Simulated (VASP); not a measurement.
# BaHfH6 (Amm2) in VASP: a series of runs

BaHfH6 is run at these levels: PBE; tasks: single point, relaxation of cell and atoms.

All numbers are computed with VASP 6.6.1; they aren't measurements. Logs are shortened: lines on timing, memory, paths and dates and some standing lists are left out, and cuts for length are marked.

## (1) The cell of the first run

Symmetry: Amm2, No. 38, orthorhombic system. The conventional cell has a = 3.388 Å, b = 7.225 Å, c = 7.952 Å, α = 90.00°, β = 90.00°, γ = 90.00°. Within 3.2 Å of Ba (site symmetry mm2) lie 11 H at 2.37 to 3.17 Å. Hf (site symmetry mm2) has 9 H at 1.86 to 2.11 Å within 2.5 Å. Within 2.9 Å of H (site symmetry m) lie 6 H at 2.09 to 2.36 Å and 2 Hf at 2.10 Å and 1 Ba at 2.80 Å. Within 2.8 Å of H (site symmetry mm2) lie 2 Hf at 2.11 Å and 6 H at 2.20 to 2.45 Å. Within 2.6 Å of H (site symmetry m) lie 1 Hf at 1.91 Å and 5 H at 2.29 to 2.45 Å and 2 Ba at 2.57 Å. Within 2.5 Å of H (site symmetry mm2) lie 1 Hf at 1.86 Å and 6 H at 2.29 to 2.32 Å and 2 Ba at 2.37 Å.

## (2) Single point, PBE

INCAR reads:

```
PREC     = Accurate       # precision mode
ENCUT    = 520            # plane-wave cutoff, eV
EDIFF    = 1E-6           # SCF threshold, eV
ISMEAR   = 0              # smearing method
SIGMA    = 0.01           # smearing width, eV
LREAL    = F              # projectors in reciprocal space
LASPH    = T              # aspherical terms in the spheres
NELM     = 80             # most SCF steps
ALGO     = Normal         # electronic algorithm
ISIF     = 2              # what is computed and relaxed
LWAVE    = F              # write WAVECAR
LCHARG   = F              # write CHGCAR
GGA      = PE             # functional
NBANDS   = 23             # bands
```

KPOINTS reads:

```
Automatic mesh
0
Gamma
  8 6 6
```

POSCAR reads:

```
BaHfH6
1.0
    3.3877425768      0.0000000000      0.0000000000
    0.0000000000      3.6123975406      3.9760623559
    0.0000000000     -3.6123975406      3.9760623559
Ba Hf H
1 1 6
Direct
    0.5000000000      0.5548451924      0.5548451924
    0.0000000000      0.9972964490      0.9972964490
    0.5000000000      0.7673625134      0.0573049924
    0.5000000000      0.0573049924      0.7673625134
    0.5000000000      0.1561632478      0.1561632478
    0.0000000000      0.8645051278      0.3395403190
    0.0000000000      0.3395403190      0.8645051278
    0.0000000000      0.7630196249      0.7630196249
```

Potentials or basis: VASP PAW PBE potentials, release 64 (Ba_sv, Hf_pv, H).

Started as:

```console
> cat potpaw_PBE.64/Ba_sv/POTCAR potpaw_PBE.64/Hf_pv/POTCAR potpaw_PBE.64/H/POTCAR > POTCAR
> mpirun -np 1 vasp_std > vasp.out
```

OUTCAR:

```text
PREC = Accurate
   ENCUT = 520
   EDIFF = 1E-6
   ISMEAR = 0
   LREAL = F
   LASPH = T
   NELM = 80
   ISIF = 2
   GGA = PE

 ion  position               nearest neighbor table
   1  0.500  0.555  0.555-   8 2.37   8 2.37   6 2.57   6 2.57   7 2.57   7 2.57   3 2.80   4 2.80
                             2 3.90   2 3.90   2 4.02   2 4.02   2 4.02   2 4.02
   2  0.000  0.997  0.997-   8 1.86   7 1.91   6 1.91   4 2.10   3 2.10   3 2.10   4 2.10   5 2.11
                             5 2.11   1 3.90   1 3.90   1 4.02   1 4.02   1 4.02   1 4.02
   3  0.500  0.767  0.057-   2 2.10   2 2.10   1 2.80
   4  0.500  0.057  0.767-   2 2.10   2 2.10   1 2.80
   5  0.500  0.156  0.156-   2 2.11   2 2.11
   6  0.000  0.865  0.340-   2 1.91   1 2.57   1 2.57
   7  0.000  0.340  0.865-   2 1.91   1 2.57   1 2.57
   8  0.000  0.763  0.763-   2 1.86   1 2.37   1 2.37

  LATTYP: Found a base centered orthorhombic cell.
 ALAT       =     7.2247950812
 B/A-ratio  =     1.1006713163
 C/A-ratio  =     0.4689050054

  Lattice vectors:

 A1 = (   0.0000000000,   3.6123975406,  -3.9760623559)
 A2 = (   0.0000000000,   3.6123975406,   3.9760623559)
 A3 = (   3.3877425768,   0.0000000000,   0.0000000000)

Analysis of symmetry for initial positions (statically):
=====================================================================
 Subroutine PRICEL returns:
 Original cell was already a primitive cell.

 Routine SETGRP: Setting up the symmetry group for a
 base centered orthorhombic supercell.

 Subroutine GETGRP returns: Found  4 space group operations
 (whereof  4 operations were pure point group operations)
 out of a pool of  8 trial point group operations.

The static configuration has the point symmetry C_2v.

Analysis of symmetry for dynamics (positions and initial velocities):
=====================================================================
 Subroutine PRICEL returns:
 Original cell was already a primitive cell.

 Routine SETGRP: Setting up the symmetry group for a
 base centered orthorhombic supercell.

 Subroutine GETGRP returns: Found  4 space group operations
 (whereof  4 operations were pure point group operations)
 out of a pool of  8 trial point group operations.

The dynamic configuration has the point symmetry C_2v.

 Subroutine INISYM returns: Found  4 space group operations
 (whereof  4 operations are pure point group operations),
 and found     1 'primitive' translations

----------------------------------------------------------------------------------------

                                     Primitive cell

  volume of cell :      97.3171

  direct lattice vectors                    reciprocal lattice vectors
     3.387742577  0.000000000  0.000000000     0.295181814  0.000000000  0.000000000
     0.000000000  3.612397541  3.976062356     0.000000000  0.138412230  0.125752555
     0.000000000 -3.612397541  3.976062356     0.000000000 -0.138412230  0.125752555

  length of vectors
     3.387742577  5.372009666  5.372009666     0.295181814  0.187007087  0.187007087

  position of ions in fractional coordinates (direct lattice)
     0.500000000  0.554845192  0.554845192
     0.000000000  0.997296449  0.997296449
     0.500000000  0.767362513  0.057304992
     0.500000000  0.057304992  0.767362513
     0.500000000  0.156163248  0.156163248
     0.000000000  0.864505128  0.339540319
     0.000000000  0.339540319  0.864505128
     0.000000000  0.763019625  0.763019625

  ion indices of the primitive-cell ions
   primitive index   ion index
                 1           1
                 2           2
                 3           3
                 4           4
                 5           5
                 6           6
                 7           7
                 8           8

----------------------------------------------------------------------------------------

 KPOINTS: Automatic mesh

Automatic generation of k-mesh.
 Grid dimensions read from file:
 generate k-points for:    8    6    6

 Generating k-lattice:

  Cartesian coordinates                     Fractional coordinates (reciprocal lattice)
     0.036897727  0.000000000  0.000000000     0.125000000  0.000000000  0.000000000
     0.000000000  0.023068705  0.020958759     0.000000000  0.166666667  0.000000000
     0.000000000 -0.023068705  0.020958759     0.000000000  0.000000000  0.166666667

  Length of vectors
     0.036897727  0.031167848  0.031167848

  Shift w.r.t. Gamma in fractional coordinates (k-lattice)
     0.000000000  0.000000000  0.000000000

 Subroutine IBZKPT returns following result:
 ===========================================

 Found     65 irreducible k-points:

 Following reciprocal coordinates:
            Coordinates               Weight
  0.000000  0.000000  0.000000      1.000000
  0.125000  0.000000  0.000000      2.000000
  0.250000  0.000000  0.000000      2.000000
  0.375000  0.000000  0.000000      2.000000
  0.500000  0.000000  0.000000      1.000000
  0.000000  0.166667  0.000000      4.000000
[... 16 lines left out ...]
  0.250000  0.166667  0.166667      4.000000
  0.375000  0.166667  0.166667      4.000000
 [... further k-points ...]
   k-points           NKPTS =     65   k-points in BZ     NKDIM =     65   number of bands    NBANDS=     23
   number of dos      NEDOS =    301   number of ions     NIONS =      8
   total plane-waves  NPLWV =  44800
   dimension x,y,z NGX =    28 NGY =   40 NGZ =   40
   dimension x,y,z NGXF=    56 NGYF=   80 NGZF=   80
   ions per type =               1   1   6
   NGX,Y,Z   is equivalent  to a cutoff of  13.74, 12.38, 12.38 a.u.
   NGXF,Y,Z  is equivalent  to a cutoff of  27.48, 24.76, 24.76 a.u.
 SYSTEM =  unknown system
   PREC   = accura    normal or accurate (medium, high low for compatibility)
   ISTART =      0    job   : 0-new  1-cont  2-samecut
   ICHARG =      2    charge: 1-file 2-atom 10-const
   ISPIN  =      1    spin polarized calculation?
   LNONCOLLINEAR =      F non collinear calculations
   LSORBIT =      F    spin-orbit coupling
   LASPH  =      T    aspherical Exc in radial PAW
   ENCUT  =  520.0 eV  38.22 Ry    6.18 a.u.   6.30  9.99  9.99*2*pi/ulx,y,z
   NELM   =     80;   NELMIN=  2; NELMDL= -5     # of ELM steps
   EDIFF  = 0.1E-05   stopping-criterion for ELM
   LREAL  =      F    real-space projection
   EDIFFG = 0.1E-04   stopping-criterion for IOM
   NSW    =      0    number of steps for IOM
   IBRION =     -1    ionic relax: 0-MD 1-quasi-New 2-CG
   NFREE  =      0    steps in history (QN), initial steepest desc. (CG)
   ISIF   =      2    stress and relaxation
   ISYM   =      2    0-nonsym 1-usesym 2-fastsym
   POTIM  = 0.5000    time-step for ionic-motion
   TEBEG  =    0.0;   TEEND  =   0.0 temperature during run
   PSTRESS=    0.0 pullay stress
   NELECT =      26.0000    total number of electrons
   NUPDOWN=      -1.0000    fix difference up-down
   EMIN   =  10.00;   EMAX   =-10.00  energy-range for DOS
   EFERMI =   0.00;   METHOD = LEGACY
   ISMEAR =     0;   SIGMA  =   0.01  broadening in eV -4-tet -1-fermi 0-gaus
   EFERMI_NEDOS =   21; number of points for ismear=-14 and -15
   IALGO  =     38    algorithm
   IMIX   =      4    mixing-type and parameters
     AMIX     =   0.40;   BMIX     =  1.00
     AMIX_MAG =   1.60;   BMIX_MAG =  1.00
  volume/ion in A,a.u.               =      12.16        82.09
  Fermi-wavevector in a.u.,A,eV,Ry     =   1.054394  1.992516 15.126231  1.111747
  Thomas-Fermi vector in A             =   2.189552
   LORBIT       =      0    0 simple, 1 ext, 2 COOP (PROOUT), +10 PAW based schemes
   GGA     = PE    functional components
   LHFCALC =     F    Hartree Fock is set to
   AEXX    =    0.0000 exact exchange contribution
   IVDW    =     0    specifies the selected vdW correction
   LEPSILON=     F    determine dielectric tensor
   LRPA    =     F    only Hartree local field effects (RPA)
 non-spin polarized calculation
 Gauss-broadening in eV      SIGMA  =   0.01
  energy-cutoff  :      520.00
  volume of cell :       97.32
 maximum number of plane-waves:      2647
 NGX is ok and might be reduce to    28
   NGX = 13   NGY = 19   NGZ = 19

 number of electron      26.0000001 magnetization

 Free energy of the ion-electron system (eV)
  ---------------------------------------------------
  ext. energy  EPLUGINS =         0.00000000
  ---------------------------------------------------
  free energy    TOTEN  =       -34.84087772 eV

  energy without entropy =      -34.84087772  energy(sigma->0) =      -34.84087772

 E-fermi :   0.2305     XC(G=0):  -8.8769

 val. band max:        0.1803694040   @ k =   0.0000   0.5000   0.5000
 cond. band min:       2.5441029610   @ k =   0.0000   0.5000   0.0000
 fundamental gap:      2.3637335571
 Fermi energy:         0.2305134310

 k-point     1 :       0.0000    0.0000    0.0000
  band No.  band energies     occupation
      1     -28.8380      2.00000
      2     -28.7567      2.00000
      3     -28.6097      2.00000
      4     -26.3266      2.00000
      5     -11.6286      2.00000
      6     -11.5127      2.00000
[... 15 lines left out ...]
     22       7.9526      0.00000
     23       8.1833      0.00000

 k-point     2 :       0.1250    0.0000    0.0000
  band No.  band energies     occupation
      1     -28.8336      2.00000
      2     -28.7523      2.00000
      3     -28.6478      2.00000
      4     -26.2821      2.00000
      5     -11.5752      2.00000
      6     -11.4537      2.00000
[... 15 lines left out ...]
     22       8.2974      0.00000
     23       8.6623      0.00000

 k-point     3 :       0.2500    0.0000    0.0000
  band No.  band energies     occupation
      1     -28.8229      2.00000
      2     -28.7419      2.00000
      3     -28.7387      2.00000
      4     -26.1714      2.00000
      5     -11.9033      2.00000
      6     -11.4028      2.00000
[... 15 lines left out ...]
     22       8.3641      0.00000
     23       9.1260      0.00000

 k-point     4 :       0.3750    0.0000    0.0000
  band No.  band energies     occupation
      1     -28.8279      2.00000
      2     -28.8121      2.00000
      3     -28.7314      2.00000
      4     -26.0560      2.00000
      5     -12.6545      2.00000
      6     -11.2545      2.00000
[... 15 lines left out ...]
     22       8.5418      0.00000
     23       9.1067      0.00000

 k-point     5 :       0.5000    0.0000    0.0000
  band No.  band energies     occupation
      1     -28.8643      2.00000
      2     -28.8077      2.00000
      3     -28.7270      2.00000
      4     -26.0066      2.00000
      5     -12.9419      2.00000
      6     -11.1872      2.00000
[... 434 lines left out ...]
 k-point    22 :       0.1250    0.1667    0.1667
  band No.  band energies     occupation
      1     -28.8340      2.00000
      2     -28.7525      2.00000
      3     -28.6478      2.00000
      4     -26.2811      2.00000
      5     -11.5997      2.00000
      6     -11.4678      2.00000
[... 15 lines left out ...]
     22       8.0699      0.00000
     23       8.6461      0.00000

 k-point    23 :       0.2500    0.1667    0.1667
  band No.  band energies     occupation
      1     -28.8232      2.00000
      2     -28.7421      2.00000
      3     -28.7386      2.00000
      4     -26.1707      2.00000
      5     -11.8992      2.00000
      6     -11.4220      2.00000
[... 15 lines left out ...]
     22       7.9590      0.00000
     23       8.9701      0.00000

 k-point    24 :       0.3750    0.1667    0.1667
  band No.  band energies     occupation
      1     -28.8278      2.00000
      2     -28.8124      2.00000
      3     -28.7315      2.00000
      4     -26.0555      2.00000
      5     -12.6488      2.00000
      6     -11.2694      2.00000
[... 15 lines left out ...]
     22       8.3460      0.00000
     23       8.9163      0.00000

 [... further k-points ...]

------------------------ aborting loop because EDIFF is reached ----------------------------------------

  FORCE on cell =-STRESS in cart. coord.  units (eV):
  Direction    XX          YY          ZZ          XY          YZ          ZX
  --------------------------------------------------------------------------------------
  -------------------------------------------------------------------------------------
  Total        0.3904871      0.1910238      0.1080579      0.0000000      0.0000000      0.0000000
  in kB        6.4287742      3.1449145      1.7790082      0.0000000      0.0000000      0.0000000
  external PRESSURE =       3.7842323 kB  Pullay stress =       0.0000000 kB

 VOLUME and BASIS-vectors are now :
 -----------------------------------------------------------------------------
  energy-cutoff  :      520.00
  volume of cell :       97.32
      direct lattice vectors                 reciprocal lattice vectors
     3.387742577  0.000000000  0.000000000     0.295181814  0.000000000  0.000000000
     0.000000000  3.612397541  3.976062356     0.000000000  0.138412230  0.125752555
     0.000000000 -3.612397541  3.976062356     0.000000000 -0.138412230  0.125752555

 POSITION                                       TOTAL-FORCE (eV/Angst)
 -----------------------------------------------------------------------------------
      1.69387      0.00000      4.41220         0.000000      0.000000     -0.086591
      0.00000      0.00000      7.93063         0.000000      0.000000      0.000424
      1.69387      2.56501      3.27893         0.000000      0.020941      0.007295
      1.69387     -2.56501      3.27893         0.000000     -0.020941      0.007295
      1.69387      0.00000      1.24183         0.000000      0.000000     -0.013441
      0.00000      1.89638      4.78736         0.000000      0.065060     -0.000848
      0.00000     -1.89638      4.78736         0.000000     -0.065060     -0.000848
      0.00000      0.00000      6.06763         0.000000      0.000000      0.086714
 -----------------------------------------------------------------------------------
    total drift:                               -0.000000      0.000000      0.000881

  FREE ENERGIE OF THE ION-ELECTRON SYSTEM (eV)
  ---------------------------------------------------
  free  energy   TOTEN  =       -34.8408777233 eV

  energy  without entropy=      -34.8408777233  energy(sigma->0) =      -34.84087772
```

Wall time 65 s (1 thread of Intel Xeon 6975P-C (Granite Rapids), shared host); peak memory 0.3 GiB.

Results:

- Free energy: -34.8409 eV
- Pressure: 0.4 GPa
- Largest force: 0.087 eV/Å
- Band gap on the k mesh: 2.36 eV (least direct gap 2.58 eV)

Forces on the atoms (eV/Å):
```
Ba   0.000  0.000 -0.087
Hf   0.000  0.000  0.000
H    0.000  0.021  0.007
H    0.000 -0.021  0.007
H    0.000  0.000 -0.013
H    0.000  0.065 -0.001
H    0.000 -0.065 -0.001
H    0.000  0.000  0.087
```

Stress tensor (GPa, compression positive):
```
0.64 0.00 0.00
0.00 0.31 0.00
0.00 0.00 0.18
```

Caveat: spin-orbit coupling is left out, which moves the levels of the heavy elements. A k mesh can miss the band edges.

## (3) Relaxation of cell and atoms, PBE

This run uses another cell than the first one, of 12.14 Å³/atom.

INCAR reads:

```
SYSTEM = BaHfH6
ALGO = Normal
EDIFF = 1E-6
EDIFFG = -0.001
ENCUT = 600
GGA = PE
IBRION = 2
ISIF = 3
ISMEAR = 0
LASPH = .True.
LCHARG = .False.
LREAL = .False.
LWAVE = .False.
NELM = 60
NSW = 80
PREC = Accurate
SIGMA = 0.01
```

KPOINTS reads:

```
k-points
0
Gamma
  8 6 6
  0 0 0
```

POSCAR reads:

```
BaHfH6
1.0
    3.3873102623      0.0000000000      0.0000000000
    0.0000000000      3.6158085947      3.9633302284
    0.0000000000     -3.6158085947      3.9633302284
Ba Hf H
1 1 6
Direct
    0.5000000000      0.5536448203      0.5536448203
    0.0000000000      0.9974352922      0.9974352922
    0.5000000000      0.7675684051      0.0569612728
    0.5000000000      0.0569612728      0.7675684051
    0.5000000000      0.1570959607      0.1570959607
    0.0000000000      0.8649843791      0.3398074583
    0.0000000000      0.3398074583      0.8649843791
    0.0000000000      0.7625398783      0.7625398783
```

Potentials or basis: VASP PAW PBE potentials, release 64 (Ba_sv, Hf_pv, H).

Started as:

```console
> cat potpaw_PBE.64/Ba_sv/POTCAR potpaw_PBE.64/Hf_pv/POTCAR potpaw_PBE.64/H/POTCAR > POTCAR
> mpirun -np 1 vasp_std > vasp.out
```

It took 7.4 min on 1 thread of Intel Xeon 6975P-C (Granite Rapids), shared host; peak memory 0.36 GiB.

Results (log left out):

```
Free energy                           : -34.8469 eV
Relaxed volume                        : 12.25 Å³/atom
Relaxed cell                          : a = 3.398 Å, b = 5.381 Å, c = 5.381 Å, α = 84.82°, β = 90.00°, γ = 90.00°
Space group after relaxing (to 0.1 Å) : Amm2 (No. 38)
Energy gained by relaxing             : 0.3 meV/atom
Ionic steps                           : 20
Pressure after relaxing               : 0.0 GPa
Band gap on the k mesh                : 2.30 eV (least direct gap 2.53 eV)
```

The path:
| step | energy change (eV) | largest force (eV/Å) | pressure (GPa) | volume (Å³) |
| --- | --- | --- | --- | --- |
| 1 | 0.0000 | 0.0818 | 0.44 | 97.08 |
| 2 | -0.0018 | 0.0402 | 0.15 | 97.56 |
| 3 | -0.0022 | 0.0338 | -0.06 | 97.91 |
| 4 | -0.0024 | 0.0238 | -0.02 | 97.90 |
| 5 | -0.0026 | 0.0192 | 0.05 | 97.88 |
| 6 | -0.0027 | 0.0105 | 0.01 | 97.96 |
| 7 | -0.0027 | 0.0109 | 0.02 | 97.97 |
| 8 | -0.0027 | 0.0161 | 0.00 | 97.99 |
| 9 | -0.0027 | 0.0119 | 0.01 | 97.98 |
| 10 | -0.0027 | 0.0127 | -0.01 | 98.00 |
| 11 | -0.0027 | 0.0021 | -0.01 | 97.99 |
| 12 | -0.0027 | 0.0020 | 0.00 | 97.99 |
| 13 | -0.0027 | 0.0021 | 0.00 | 97.99 |
| 14 | -0.0027 | 0.0021 | 0.00 | 97.99 |
| 15 | -0.0027 | 0.0016 | 0.00 | 97.99 |
| 16 | -0.0027 | 0.0022 | 0.00 | 97.99 |
| 17 | -0.0027 | 0.0016 | 0.00 | 97.99 |
| 18 | -0.0027 | 0.0013 | 0.00 | 97.99 |
| 19 | -0.0027 | 0.0015 | 0.00 | 97.99 |
| 20 | -0.0027 | 0.0009 | 0.00 | 97.99 |

Final structure:
```yaml
crystal:
  lattice:
    - [3.39809, 0.00000, 0.00000]
    - [0.00000, 3.62921, 3.97282]
    - [0.00000, -3.62921, 3.97282]
  atoms:
    - { symbol: Ba, position: [0.50000, 0.55253, 0.55253] }
    - { symbol: Hf, position: [0.00000, 0.99742, 0.99742] }
    - { symbol: H, position: [0.50000, 0.76925, 0.05660] }
    - { symbol: H, position: [0.50000, 0.05660, 0.76925] }
    - { symbol: H, position: [0.50000, 0.15628, 0.15628] }
    - { symbol: H, position: [0.00000, 0.86628, 0.33845] }
    - { symbol: H, position: [0.00000, 0.33845, 0.86628] }
    - { symbol: H, position: [0.00000, 0.76323, 0.76323] }
```

Levels at points of the mesh, in eV from the valence-band top:
```
           k point  band 9  band 10  band 11  band 12  band 13  band 14  band 15  band 16  band 17  band 18
(0.00, 0.00, 0.00)   -2.06    -1.58    -1.58    -1.03    -0.58     2.46     4.48     4.50     4.88     5.49
(0.50, 0.00, 0.00)   -2.90    -1.98    -1.77    -1.73    -1.31     3.09     3.23     4.12     4.68     6.09
(0.00, 0.50, 0.00)   -3.09    -1.73    -1.48    -0.77    -0.23     2.30     3.95     4.47     4.59     5.86
(0.50, 0.50, 0.00)   -2.50    -2.25    -2.17    -1.81    -0.62     3.27     4.41     4.92     5.36     5.45
(0.00, 0.50, 0.50)   -2.82    -1.77    -1.25    -0.91     0.00     2.61     4.32     4.33     4.84     5.51
(0.50, 0.50, 0.50)   -2.51    -2.11    -1.95    -1.77    -1.74     2.55     3.26     5.01     6.30     6.38
```

Caveat: spin-orbit coupling is left out, which moves the levels of the heavy elements. A k mesh can miss the band edges.
